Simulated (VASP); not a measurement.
# S (Im-3m) in VASP: a series of runs

Runs on S. Level: PBEsol. Tasks: single point.

Program: VASP 6.6.1. These are calculated values, not measurements. Logs are shortened: lines on timing, memory, paths and dates and some standing lists are left out, and cuts for length are marked.

## 1. The cell of the first run

Symmetry: Im-3m, No. 229, cubic system. The conventional cell has a = 2.760 Å, b = 2.760 Å, c = 2.760 Å, α = 90.00°, β = 90.00°, γ = 90.00°. Within 3.2 Å of S (site symmetry m-3m) lie 14 S at 2.39 to 2.76 Å.

This isn't the form of S at room conditions, which is orthorhombic, of S8 rings.

## 2. Single point, PBEsol

File INCAR:

```
ALGO     = Normal         # electronic algorithm
EDIFF    = 1E-7           # SCF threshold, eV
ENCUT    = 520            # plane-wave cutoff, eV
GGA      = PS             # functional
ISIF     = 2              # what is computed and relaxed
ISMEAR   = -1             # smearing method
LASPH    = T              # aspherical terms in the spheres
LCHARG   = F              # write CHGCAR
LREAL    = F              # projectors in reciprocal space
LWAVE    = F              # write WAVECAR
NBANDS   = 9              # bands
NELM     = 80             # most SCF steps
PREC     = Accurate       # precision mode
SIGMA    = 0.1            # smearing width, eV
```

File KPOINTS:

```
k-points
0
Gamma
  19 19 19
```

File POSCAR:

```
S
1.0
   -1.3798253326      1.3798253326      1.3798253326
    1.3798253326     -1.3798253326      1.3798253326
    1.3798253326      1.3798253326     -1.3798253326
S
1
Direct
    0.0000000000      0.0000000000      0.0000000000
```

Potentials or basis: VASP PAW PBE potentials, release 64 (S).

Started as:

```
> cat potpaw_PBE.64/S/POTCAR > POTCAR
> mpirun -np 1 vasp_std > vasp.out
```

OUTCAR:

```text
EDIFF = 1E-7
   ENCUT = 520
   GGA = PS
   ISIF = 2
   ISMEAR = -1
   LASPH = T
   LREAL = F
   NELM = 80
   PREC = Accurate

 ion  position               nearest neighbor table
   1  0.000  0.000  0.000-

  LATTYP: Found a body centered cubic cell.
 ALAT       =     2.7596506652

  Lattice vectors:

 A1 = (  -1.3798253326,   1.3798253326,   1.3798253326)
 A2 = (   1.3798253326,  -1.3798253326,   1.3798253326)
 A3 = (   1.3798253326,   1.3798253326,  -1.3798253326)

Analysis of symmetry for initial positions (statically):
=====================================================================
 Subroutine PRICEL returns:
 Original cell was already a primitive cell.

 Routine SETGRP: Setting up the symmetry group for a
 body centered cubic supercell.

 Subroutine GETGRP returns: Found 48 space group operations
 (whereof 48 operations were pure point group operations)
 out of a pool of 48 trial point group operations.

The static configuration has the point symmetry O_h .

Analysis of symmetry for dynamics (positions and initial velocities):
=====================================================================
 Subroutine PRICEL returns:
 Original cell was already a primitive cell.

 Routine SETGRP: Setting up the symmetry group for a
 body centered cubic supercell.

 Subroutine GETGRP returns: Found 48 space group operations
 (whereof 48 operations were pure point group operations)
 out of a pool of 48 trial point group operations.

The dynamic configuration has the point symmetry O_h .

 Subroutine INISYM returns: Found 48 space group operations
 (whereof 48 operations are pure point group operations),
 and found     1 'primitive' translations

----------------------------------------------------------------------------------------

                                     Primitive cell

  volume of cell :      10.5083

  direct lattice vectors                    reciprocal lattice vectors
    -1.379825333  1.379825333  1.379825333     0.000000000  0.362364705  0.362364705
     1.379825333 -1.379825333  1.379825333     0.362364705  0.000000000  0.362364705
     1.379825333  1.379825333 -1.379825333     0.362364705  0.362364705  0.000000000

  length of vectors
     2.389927582  2.389927582  2.389927582     0.512461081  0.512461081  0.512461081

  position of ions in fractional coordinates (direct lattice)
     0.000000000  0.000000000  0.000000000

  ion indices of the primitive-cell ions
   primitive index   ion index
                 1           1

----------------------------------------------------------------------------------------

 KPOINTS: k-points

Automatic generation of k-mesh.
 Grid dimensions read from file:
 generate k-points for:   19   19   19

 Generating k-lattice:

  Cartesian coordinates                     Fractional coordinates (reciprocal lattice)
     0.000000000  0.019071827  0.019071827     0.052631579  0.000000000  0.000000000
     0.019071827  0.000000000  0.019071827     0.000000000  0.052631579  0.000000000
     0.019071827  0.019071827  0.000000000     0.000000000  0.000000000  0.052631579

  Length of vectors
     0.026971636  0.026971636  0.026971636

  Shift w.r.t. Gamma in fractional coordinates (k-lattice)
     0.000000000  0.000000000  0.000000000

 Subroutine IBZKPT returns following result:
 ===========================================

 Found    220 irreducible k-points:

 Following reciprocal coordinates:
            Coordinates               Weight
  0.000000  0.000000  0.000000      1.000000
  0.052632  0.000000  0.000000     12.000000
  0.105263  0.000000  0.000000     12.000000
  0.157895  0.000000  0.000000     12.000000
  0.210526  0.000000  0.000000     12.000000
  0.263158  0.000000  0.000000     12.000000
[... 16 lines left out ...]
  0.263158  0.105263  0.000000     48.000000
  0.315789  0.105263 -0.000000     48.000000
 [... further k-points ...]
   k-points           NKPTS =    220   k-points in BZ     NKDIM =    220   number of bands    NBANDS=      9
   number of dos      NEDOS =    301   number of ions     NIONS =      1
   total plane-waves  NPLWV =   5832
   dimension x,y,z NGX =    18 NGY =   18 NGZ =   18
   dimension x,y,z NGXF=    36 NGYF=   36 NGZF=   36
   ions per type =               1
   NGX,Y,Z   is equivalent  to a cutoff of  12.52, 12.52, 12.52 a.u.
   NGXF,Y,Z  is equivalent  to a cutoff of  25.04, 25.04, 25.04 a.u.
 SYSTEM =  unknown system
   PREC   = accura    normal or accurate (medium, high low for compatibility)
   ISTART =      0    job   : 0-new  1-cont  2-samecut
   ICHARG =      2    charge: 1-file 2-atom 10-const
   ISPIN  =      1    spin polarized calculation?
   LNONCOLLINEAR =      F non collinear calculations
   LSORBIT =      F    spin-orbit coupling
   LASPH  =      T    aspherical Exc in radial PAW
   ENCUT  =  520.0 eV  38.22 Ry    6.18 a.u.   4.44  4.44  4.44*2*pi/ulx,y,z
   NELM   =     80;   NELMIN=  2; NELMDL= -5     # of ELM steps
   EDIFF  = 0.1E-06   stopping-criterion for ELM
   LREAL  =      F    real-space projection
   EDIFFG = 0.1E-05   stopping-criterion for IOM
   NSW    =      0    number of steps for IOM
   IBRION =     -1    ionic relax: 0-MD 1-quasi-New 2-CG
   NFREE  =      0    steps in history (QN), initial steepest desc. (CG)
   ISIF   =      2    stress and relaxation
   ISYM   =      2    0-nonsym 1-usesym 2-fastsym
   POTIM  = 0.5000    time-step for ionic-motion
   TEBEG  =    0.0;   TEEND  =   0.0 temperature during run
   PSTRESS=    0.0 pullay stress
   NELECT =       6.0000    total number of electrons
   NUPDOWN=      -1.0000    fix difference up-down
   EMIN   =  10.00;   EMAX   =-10.00  energy-range for DOS
   EFERMI =   0.00;   METHOD = LEGACY
   ISMEAR =    -1;   SIGMA  =   0.10  broadening in eV -4-tet -1-fermi 0-gaus
   EFERMI_NEDOS =   21; number of points for ismear=-14 and -15
   IALGO  =     38    algorithm
   IMIX   =      4    mixing-type and parameters
     AMIX     =   0.40;   BMIX     =  1.00
     AMIX_MAG =   1.60;   BMIX_MAG =  1.00
  volume/ion in A,a.u.               =      10.51        70.91
  Fermi-wavevector in a.u.,A,eV,Ry     =   1.358150  2.566532 25.096925  1.844572
  Thomas-Fermi vector in A             =   2.485008
   LORBIT       =      0    0 simple, 1 ext, 2 COOP (PROOUT), +10 PAW based schemes
   GGA     = PS    functional components
   LHFCALC =     F    Hartree Fock is set to
   AEXX    =    0.0000 exact exchange contribution
   IVDW    =     0    specifies the selected vdW correction
   LEPSILON=     F    determine dielectric tensor
   LRPA    =     F    only Hartree local field effects (RPA)
 non-spin polarized calculation
  energy-cutoff  :      520.00
  volume of cell :       10.51
 maximum number of plane-waves:       321
 NGX is ok and might be reduce to    18
   NGX =  9   NGY =  9   NGZ =  9

 number of electron       6.0000001 magnetization

 Free energy of the ion-electron system (eV)
  ---------------------------------------------------
  ext. energy  EPLUGINS =         0.00000000
  ---------------------------------------------------
  free energy    TOTEN  =        -2.79895715 eV

  energy without entropy =       -2.78325642  energy(sigma->0) =       -2.79110678

 E-fermi :  14.8107     XC(G=0): -13.2722

 val. band max:       14.8011783339   @ k =  -0.4737   0.4737   0.0526
 cond. band min:      14.8175021022   @ k =  -0.4737  -0.4737   0.2105
 fundamental gap:      0.0163237683
 Fermi energy:        14.8106694693

 k-point     1 :       0.0000    0.0000    0.0000
  band No.  band energies     occupation
      1      -7.3487      2.00000
      2      20.6862      0.00000
      3      20.6862      0.00000
      4      20.6862      0.00000
      5      27.2209      0.00000
      6      27.2209      0.00000
      7      27.2209      0.00000
      8      32.0919      0.00000
      9      32.0919      0.00000

 k-point     2 :       0.0526    0.0000    0.0000
  band No.  band energies     occupation
      1      -7.2479      2.00000
      2      20.0647      0.00000
      3      20.3347      0.00000
      4      20.6277      0.00000
      5      26.9301      0.00000
      6      27.3311      0.00000
      7      27.7535      0.00000
      8      31.4111      0.00000
      9      31.9810      0.00000

 k-point     3 :       0.1053    0.0000    0.0000
  band No.  band energies     occupation
      1      -6.9458      2.00000
      2      18.4761      0.00000
      3      19.5197      0.00000
      4      20.4574      0.00000
      5      26.1989      0.00000
      6      27.2404      0.00000
      7      29.1096      0.00000
      8      30.6593      0.00000
      9      31.7851      0.00000

 k-point     4 :       0.1579    0.0000    0.0000
  band No.  band energies     occupation
      1      -6.4437      2.00000
      2      16.3599      0.00000
      3      18.5733      0.00000
      4      20.1929      0.00000
      5      25.2775      0.00000
      6      26.5137      0.00000
      7      30.7967      0.00000
      8      30.9517      0.00000
      9      31.7152      0.00000
[... 205 lines left out ...]
 k-point    22 :       0.2105    0.1053    0.0000
  band No.  band energies     occupation
      1      -4.5535      2.00000
      2      11.7250      2.00000
      3      15.2485      0.02477
      4      18.3470      0.00000
      5      24.4934      0.00000
      6      26.2048      0.00000
      7      30.5834      0.00000
      8      33.7433      0.00000
      9      35.5667      0.00000

 k-point    23 :       0.2632    0.1053    0.0000
  band No.  band energies     occupation
      1      -3.4757      2.00000
      2       9.4501      2.00000
      3      14.4788      1.93012
      4      17.8813      0.00000
      5      23.9472      0.00000
      6      25.8500      0.00000
      7      31.1719      0.00000
      8      35.0882      0.00000
      9      37.4091      0.00000

 k-point    24 :       0.3158    0.1053   -0.0000
  band No.  band energies     occupation
      1      -2.2260      2.00000
      2       7.2452      2.00000
      3      13.9143      1.99974
      4      17.5015      0.00000
      5      23.4915      0.00000
      6      25.5694      0.00000
      7      31.9842      0.00000
      8      35.9865      0.00000
      9      39.5525      0.00000

 [... further k-points ...]
[... 5 lines left out ...]
  --------------------------------------------------------------------------------------
  -------------------------------------------------------------------------------------
  Total        4.5300612      4.5300612      4.5300612      0.0000000      0.0000000      0.0000000
  in kB      690.6886517    690.6886517    690.6886517      0.0000000      0.0000000      0.0000000
  external PRESSURE =     690.6886517 kB  Pullay stress =       0.0000000 kB

 VOLUME and BASIS-vectors are now :
 -----------------------------------------------------------------------------
  energy-cutoff  :      520.00
  volume of cell :       10.51
      direct lattice vectors                 reciprocal lattice vectors
    -1.379825333  1.379825333  1.379825333     0.000000000  0.362364705  0.362364705
     1.379825333 -1.379825333  1.379825333     0.362364705  0.000000000  0.362364705
     1.379825333  1.379825333 -1.379825333     0.362364705  0.362364705  0.000000000

 POSITION                                       TOTAL-FORCE (eV/Angst)
 -----------------------------------------------------------------------------------
      0.00000      0.00000      0.00000         0.000000      0.000000     -0.000000
 -----------------------------------------------------------------------------------
    total drift:                               -0.000000      0.000000     -0.000000

  FREE ENERGIE OF THE ION-ELECTRON SYSTEM (eV)
  ---------------------------------------------------
  free  energy   TOTEN  =        -2.7989571487 eV

  energy  without entropy=       -2.7832564194  energy(sigma->0) =       -2.79110678
```

Wall time 22 s (1 thread of AMD EPYC 7R13, shared host); peak memory 0.1 GiB.

Results:

| Item | Value |
| --- | --- |
| Free energy | -2.7990 eV |
| Pressure | 69.1 GPa |
| Band gap on the k mesh | zero (bands 3 and 4 overlap by 12.26 eV) |

Caveat: the cell stands under pressure; the PAW data sets were made with another functional, which shifts forces and pressure a little.

## 3. Single point, PBEsol

File INCAR:

```
ALGO = Normal ; EDIFF = 1E-7
ENCUT = 520 ; GGA = PS
ISIF = 2 ; ISMEAR = -1
LASPH = T ; LCHARG = F
LREAL = F ; LWAVE = F
NBANDS = 9 ; NELM = 100
PREC = Accurate ; SIGMA = 0.1
```

KPOINTS is that of step 2.

File POSCAR:

```
S
1.0
   -1.3801048167      1.3801048167      1.3801048167
    1.3801048167     -1.3801048167      1.3801048167
    1.3801048167      1.3801048167     -1.3801048167
S
1
Direct
    0.0000000000      0.0000000000      0.0000000000
```

Potentials or basis: VASP PAW PBE potentials, release 64 (S).

Started as:

```
> cat potpaw_PBE.64/S/POTCAR > POTCAR
> mpirun -np 1 vasp_std > vasp.out
```

Wall time 18 s (1 thread of AMD EPYC 7R13, shared host); peak memory 0.1 GiB.

It converged, with:

```
Free energy            : -2.8017 eV
Pressure               : 68.9 GPa
Band gap on the k mesh : zero (bands 3 and 4 overlap by 12.24 eV)
```

Levels at points of the mesh, in eV from the Fermi level:
```
           k point  band 1  band 2  band 3  band 4  band 5  band 6  band 7  band 8
(0.00, 0.00, 0.00)  -22.15    5.87    5.87    5.87   12.41   12.41   12.41   17.28
```

Caveat: the cell stands under pressure; the PAW data sets were made with another functional, which shifts forces and pressure a little.
